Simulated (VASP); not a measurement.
TePb:

```
Pb Te
1.0
    -0.02451    3.26784    3.26784
     3.26784   -0.02451    3.26784
     3.24333    3.24333    0.00000
Pb Te
1 1
Direct
  0.00000 0.00000 0.00000
  0.50000 0.50000 0.50000
```

This cell differs from its parent crystal: shear xy strain -1.5%.

Base run:

- Program: VASP 6.6.1
- Functional: PBE
- Potentials or basis: VASP PAW PBE potentials, release 64 (Pb_d, Te)
- Cutoff: 520 eV
- k mesh: 4 × 4 × 4
- Occupations: gaussian, width 0.01 eV
- Spin: no spin polarisation

Its results: band gap on the k mesh 0.73 eV, indirect (least direct gap 0.80 eV); pressure 0.6 GPa.

Problem. The run is repeated on the same cell with these changes: functional from PBE to r2SCAN; k mesh from 4 × 4 × 4 to 8 × 8 × 8. What comes out?

Solution. Band gap on the k mesh 1.02 eV, indirect (least direct gap 1.08 eV); pressure 0.0 GPa.

Several settings changed at once, so the effect can't be laid on one alone.

Caveats: spin-orbit coupling is left out, which moves the levels of the heavy elements; the PAW data sets were made with another functional, which shifts forces and pressure a little (some runs).

A k mesh can miss the band edges.
